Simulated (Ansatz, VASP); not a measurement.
## Be3Te4 in VASP and in Ansatz

```
CELL_PARAMETERS angstrom
6.71714 0.00000 0.00000
0.00000 7.41955 0.00000
0.00000 0.00000 6.85708
ATOMIC_POSITIONS crystal
Be 0.50000 0.84474 0.01593
Be 0.25094 0.35043 0.00906
Be 0.74906 0.35043 0.00906
Be 0.00000 0.15526 0.51593
Be 0.24906 0.64957 0.50906
Be 0.75094 0.64957 0.50906
Te 0.50000 0.14353 0.86126
Te 0.74550 0.35131 0.36493
Te 0.25450 0.35131 0.36493
Te 0.00000 0.85647 0.36126
Te 0.24550 0.64869 0.86493
Te 0.75450 0.64869 0.86493
Te 0.00000 0.14362 0.86984
Te 0.50000 0.85638 0.36984
```

Change from the starting cell: built by hand: vacancy enargite (Pmn2_1, No. 31).

Alike in both runs: functional PBE; k mesh 6 × 4 × 6; occupations gaussian, width 0.1 eV; no spin polarisation.

Ansatz relaxed the structure, and its values are those at the end. VASP's run is a single point on that final structure, the one shown.

|  | VASP | Ansatz |
| --- | --- | --- |
| version | VASP 6.6.1 | Ansatz 0.2.0 |
| potentials or method | VASP PAW PBE potentials, release 64 (Be, Te), cutoff 520 eV | scalar-relativistic, plane waves, PAW |
| valence electrons in the cell | 60 | 140 |

Ansatz gave:

| Item | Value |
| --- | --- |
| gap on the k mesh at the Fermi level (eV) | none |
| pressure (GPa) | 0.0 |
| rms of the force components (eV/Å) | 0.001 |

Question: What did VASP give for the same quantities?

Answer: gap on the k mesh at the Fermi level (eV): none; pressure (GPa): 0.1; rms of the force components (eV/Å): 0.006.

A gap of «none» marks a metal or a gap that the smearing closes. VASP's potentials hold 60 valence electrons a cell and Ansatz's 140, so a difference there can come from the potentials and not from the codes.

Spin-orbit coupling is off throughout.
